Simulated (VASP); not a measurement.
# C in VASP: single point with LDA

Aim: the single point of C with LDA.

Program: VASP 6.6.1. These are calculated values, not measurements. Logs are shortened: lines on timing, memory, paths and dates and some standing lists are left out, and cuts for length are marked.

## Step 1: The cell of the first run

The cell holds a sheet with vacuum, 2 atoms: a = 2.444 Å, b = 2.444 Å, c = 23.800 Å, α = 90.00°, β = 90.00°, γ = 120.00°.

## Step 2: Single point, LDA

The input, INCAR:

```
ALGO = Normal
DIPOL = 0.5 0.5 0.294
EDIFF = 1E-6
ENCUT = 520
GGA_COMPAT = False
IDIPOL = 3
ISIF = 2
ISMEAR = 0
LASPH = True
LCHARG = False
LDIPOL = True
LREAL = False
LWAVE = False
NBANDS = 11
NELM = 120
NELMDL = -8
PREC = Accurate
SIGMA = 0.03
```

The input, KPOINTS:

```
k-points
0
Gamma
  18 18 1
```

The input, POSCAR:

```
C
1.0
    2.4444568859      0.0000000000      0.0000000000
   -1.2222284429      2.1169617616      0.0000000000
    0.0000000000      0.0000000000     23.8000000000
C
2
Direct
    0.3333333333      0.6666666667      0.2941176471
    0.6666666667      0.3333333333      0.2941176471
```

Potentials or basis: VASP PAW LDA potentials, release 64 (C).

The run is started by

```console
> cat potpaw_LDA.64/C/POTCAR > POTCAR
> mpirun -np 1 vasp_std > vasp.out
```

OUTCAR:

```text
EDIFF = 1E-6
   ENCUT = 520
   ISIF = 2
   ISMEAR = 0
   LASPH = True
   LREAL = False
   NELM = 120
   NELMDL = -8
   PREC = Accurate

 ion  position               nearest neighbor table
   1  0.333  0.667  0.294-   2 1.41   2 1.41   2 1.41
   2  0.667  0.333  0.294-   1 1.41   1 1.41   1 1.41

  LATTYP: Found a hexagonal cell.
 ALAT       =     2.4444568859
 C/A-ratio  =     9.7363140816

  Lattice vectors:

 A1 = (   2.4444568859,   0.0000000000,   0.0000000000)
 A2 = (  -1.2222284429,   2.1169617616,   0.0000000000)
 A3 = (   0.0000000000,   0.0000000000,  23.8000000000)

Analysis of symmetry for initial positions (statically):
=====================================================================
 Subroutine PRICEL returns:
 Original cell was already a primitive cell.

 Routine SETGRP: Setting up the symmetry group for a
 hexagonal supercell.

 Subroutine GETGRP returns: Found 24 space group operations
 (whereof 12 operations were pure point group operations)
 out of a pool of 24 trial point group operations.

The static configuration has the point symmetry C_6v.
 The point group associated with its full space group is D_6h.

Analysis of symmetry for dynamics (positions and initial velocities):
=====================================================================
 Subroutine PRICEL returns:
 Original cell was already a primitive cell.

 Routine SETGRP: Setting up the symmetry group for a
 hexagonal supercell.

 Subroutine GETGRP returns: Found 24 space group operations
 (whereof 12 operations were pure point group operations)
 out of a pool of 24 trial point group operations.

The dynamic configuration has the point symmetry C_6v.
 The point group associated with its full space group is D_6h.

 Subroutine INISYM returns: Found 24 space group operations
 (whereof 12 operations are pure point group operations),
 and found     1 'primitive' translations

----------------------------------------------------------------------------------------

                                     Primitive cell

  volume of cell :     123.1608

  direct lattice vectors                    reciprocal lattice vectors
     2.444456886  0.000000000  0.000000000     0.409088827  0.236187544  0.000000000
    -1.222228443  2.116961762  0.000000000     0.000000000  0.472375089  0.000000000
     0.000000000  0.000000000 23.800000000     0.000000000  0.000000000  0.042016807

  length of vectors
     2.444456886  2.444456886 23.800000000     0.472375089  0.472375089  0.042016807

  position of ions in fractional coordinates (direct lattice)
     0.333333333  0.666666667  0.294117647
     0.666666667  0.333333333  0.294117647

  ion indices of the primitive-cell ions
   primitive index   ion index
                 1           1
                 2           2

----------------------------------------------------------------------------------------

 KPOINTS: k-points

Automatic generation of k-mesh.
 Grid dimensions read from file:
 generate k-points for:   18   18    1

 Generating k-lattice:

  Cartesian coordinates                     Fractional coordinates (reciprocal lattice)
     0.022727157  0.013121530  0.000000000     0.055555556  0.000000000  0.000000000
     0.000000000  0.026243060  0.000000000     0.000000000  0.055555556  0.000000000
     0.000000000  0.000000000  0.042016807     0.000000000  0.000000000  1.000000000

  Length of vectors
     0.026243060  0.026243060  0.042016807

  Shift w.r.t. Gamma in fractional coordinates (k-lattice)
     0.000000000  0.000000000  0.000000000

 Subroutine IBZKPT returns following result:
 ===========================================

 Found     37 irreducible k-points:

 Following reciprocal coordinates:
            Coordinates               Weight
  0.000000  0.000000  0.000000      1.000000
  0.055556 -0.000000  0.000000      6.000000
  0.111111 -0.000000  0.000000      6.000000
  0.166667  0.000000  0.000000      6.000000
  0.222222 -0.000000  0.000000      6.000000
  0.277778 -0.000000  0.000000      6.000000
[... 16 lines left out ...]
  0.333333  0.111111  0.000000     12.000000
  0.388889  0.111111  0.000000     12.000000
 [... further k-points ...]
   k-points           NKPTS =     37   k-points in BZ     NKDIM =     37   number of bands    NBANDS=     11
   number of dos      NEDOS =    301   number of ions     NIONS =      2
   total plane-waves  NPLWV =  58320
   dimension x,y,z NGX =    18 NGY =   18 NGZ =  180
   dimension x,y,z NGXF=    36 NGYF=   36 NGZF=  360
   ions per type =               2
   NGX,Y,Z   is equivalent  to a cutoff of  12.24, 12.24, 12.57 a.u.
   NGXF,Y,Z  is equivalent  to a cutoff of  24.48, 24.48, 25.15 a.u.
 SYSTEM =  unknown system
   PREC   = accura    normal or accurate (medium, high low for compatibility)
   ISTART =      0    job   : 0-new  1-cont  2-samecut
   ICHARG =      2    charge: 1-file 2-atom 10-const
   ISPIN  =      1    spin polarized calculation?
   LNONCOLLINEAR =      F non collinear calculations
   LSORBIT =      F    spin-orbit coupling
   LASPH  =      T    aspherical Exc in radial PAW
   ENCUT  =  520.0 eV  38.22 Ry    6.18 a.u.   4.55  4.55 44.25*2*pi/ulx,y,z
   NELM   =    120;   NELMIN=  2; NELMDL= -8     # of ELM steps
   EDIFF  = 0.1E-05   stopping-criterion for ELM
   LREAL  =      F    real-space projection
   EDIFFG = 0.1E-04   stopping-criterion for IOM
   NSW    =      0    number of steps for IOM
   IBRION =     -1    ionic relax: 0-MD 1-quasi-New 2-CG
   NFREE  =      0    steps in history (QN), initial steepest desc. (CG)
   ISIF   =      2    stress and relaxation
   ISYM   =      2    0-nonsym 1-usesym 2-fastsym
   POTIM  = 0.5000    time-step for ionic-motion
   TEBEG  =    0.0;   TEEND  =   0.0 temperature during run
   PSTRESS=    0.0 pullay stress
   NELECT =       8.0000    total number of electrons
   NUPDOWN=      -1.0000    fix difference up-down
   EMIN   =  10.00;   EMAX   =-10.00  energy-range for DOS
   EFERMI =   0.00;   METHOD = LEGACY
   ISMEAR =     0;   SIGMA  =   0.03  broadening in eV -4-tet -1-fermi 0-gaus
   EFERMI_NEDOS =   21; number of points for ismear=-14 and -15
   IALGO  =     38    algorithm
   IMIX   =      4    mixing-type and parameters
     AMIX     =   0.40;   BMIX     =  1.00
     AMIX_MAG =   1.60;   BMIX_MAG =  1.00
  volume/ion in A,a.u.               =      61.58       415.56
  Fermi-wavevector in a.u.,A,eV,Ry     =   0.658083  1.243597  5.892320  0.433073
  Thomas-Fermi vector in A             =   1.729793
   LORBIT       =      0    0 simple, 1 ext, 2 COOP (PROOUT), +10 PAW based schemes
   GGA     = CA    functional components
   LHFCALC =     F    Hartree Fock is set to
   AEXX    =    0.0000 exact exchange contribution
   IVDW    =     0    specifies the selected vdW correction
   LEPSILON=     F    determine dielectric tensor
   LRPA    =     F    only Hartree local field effects (RPA)
 non-spin polarized calculation
 Gauss-broadening in eV      SIGMA  =   0.03
  energy-cutoff  :      520.00
  volume of cell :      123.16
 maximum number of plane-waves:      3366
   NGX =  9   NGY =  9   NGZ = 89

 dipolmoment           0.000000      0.000000     -0.000000 electrons x Angstroem

 number of electron       7.9999998 magnetization

 dipolmoment           0.000000      0.000000      0.000002 electrons x Angstroem

 Free energy of the ion-electron system (eV)
  ---------------------------------------------------
  ext. energy  EPLUGINS =         0.00000000
  ---------------------------------------------------
  free energy    TOTEN  =       -20.17430872 eV

  energy without entropy =      -20.17409976  energy(sigma->0) =      -20.17420424

 E-fermi :  -3.1727     XC(G=0):  -1.8796

 val. band max:       -3.1726935400   @ k =   0.3333   0.3333   0.0000
 cond. band min:      -3.1726935350   @ k =   0.3333   0.3333   0.0000
 fundamental gap:      0.0000000050
 Fermi energy:        -3.1726935374

 k-point     1 :       0.0000    0.0000    0.0000
  band No.  band energies     occupation
      1     -22.6815      2.00000
      2     -10.9908      2.00000
      3      -6.2006      2.00000
      4      -6.2006      2.00000
      5       0.1551      0.00000
      6       1.1015      0.00000
      7       1.3686      0.00000
      8       1.9442      0.00000
      9       2.2806      0.00000
     10       3.3769      0.00000
     11       3.8271      0.00000

 k-point     2 :       0.0556   -0.0000    0.0000
  band No.  band energies     occupation
      1     -22.6079      2.00000
      2     -10.9016      2.00000
      3      -6.4933      2.00000
      4      -6.3610      2.00000
      5       0.2550      0.00000
      6       1.2034      0.00000
      7       1.4721      0.00000
      8       2.0468      0.00000
      9       2.3832      0.00000
     10       3.4788      0.00000
     11       3.9284      0.00000

 k-point     3 :       0.1111   -0.0000    0.0000
  band No.  band energies     occupation
      1     -22.3874      2.00000
      2     -10.6349      2.00000
      3      -7.3001      2.00000
      4      -6.7867      2.00000
      5       0.5548      0.00000
      6       1.5088      0.00000
      7       1.7824      0.00000
      8       2.3547      0.00000
      9       2.6912      0.00000
     10       3.7845      0.00000
     11       4.2322      0.00000
[... 267 lines left out ...]
 k-point    23 :       0.3333    0.1111    0.0000
  band No.  band energies     occupation
      1     -18.9477      2.00000
      2     -14.0548      2.00000
      3     -10.2444      2.00000
      4      -6.6896      2.00000
      5       0.1818      0.00000
      6       5.3057      0.00000
      7       5.9119      0.00000
      8       6.3224      0.00000
      9       6.7485      0.00000
     10       7.2493      0.00000
     11       7.6242      0.00000

 k-point    24 :       0.3889    0.1111    0.0000
  band No.  band energies     occupation
      1     -17.9315      2.00000
      2     -15.3698      2.00000
      3     -10.4704      2.00000
      4      -5.7625      2.00000
      5      -1.0415      0.00000
      6       5.7814      0.00000
      7       6.8010      0.00000
      8       7.7335      0.00000
      9       8.2987      0.00000
     10       8.7402      0.00000
     11       9.1558      0.00000

 [... further k-points ...]

------------------------ aborting loop because EDIFF is reached ----------------------------------------

 vacuum level on the upper side and lower side of the slab       (xc-potential included)        -0.010        -0.010

  FORCE on cell =-STRESS in cart. coord.  units (eV):
  Direction    XX          YY          ZZ          XY          YZ          ZX
  --------------------------------------------------------------------------------------
  -------------------------------------------------------------------------------------
  Total        0.1519602      0.1519602     -0.0140649      0.0000000      0.0000000      0.0000000
  in kB        1.9768244      1.9768244     -0.1829678      0.0000000      0.0000000      0.0000000
  external PRESSURE =       1.2568937 kB  Pullay stress =       0.0000000 kB

 VOLUME and BASIS-vectors are now :
 -----------------------------------------------------------------------------
  energy-cutoff  :      520.00
  volume of cell :      123.16
      direct lattice vectors                 reciprocal lattice vectors
     2.444456886  0.000000000  0.000000000     0.409088827  0.236187544  0.000000000
    -1.222228443  2.116961762  0.000000000     0.000000000  0.472375089  0.000000000
     0.000000000  0.000000000 23.800000000     0.000000000  0.000000000  0.042016807

 POSITION                                       TOTAL-FORCE (eV/Angst)
 -----------------------------------------------------------------------------------
     -0.00000      1.41131      7.00000         0.000000      0.000000     -0.000000
      1.22223      0.70565      7.00000        -0.000000      0.000000      0.000000
 -----------------------------------------------------------------------------------
    total drift:                                0.000000      0.000000      0.000022

  FREE ENERGIE OF THE ION-ELECTRON SYSTEM (eV)
  ---------------------------------------------------
  free  energy   TOTEN  =       -20.1743087226 eV

  energy  without entropy=      -20.1740997635  energy(sigma->0) =      -20.17420424

 vacuum level on the upper side and lower side of the slab         1.296         1.296
```

Run time: 66 s. Hardware: 1 thread of Intel Xeon 6975P-C, shared host; peak memory 0.2 GiB.

Results:

- Free energy: -20.1743 eV
- Band gap on the k mesh: zero (filled and empty bands touch)

Levels at points of the mesh, in eV from the Fermi level:
| k point | band 1 | band 2 | band 3 | band 4 | band 5 | band 6 | band 7 | band 8 |
| --- | --- | --- | --- | --- | --- | --- | --- | --- |
| (0.00, 0.00, 0.00) | -19.51 | -7.82 | -3.03 | -3.03 | 3.33 | 4.27 | 4.54 | 5.12 |
| (0.50, 0.00, 0.00) | -14.12 | -13.32 | -6.48 | -2.40 | 1.64 | 7.71 | 11.27 | 11.37 |
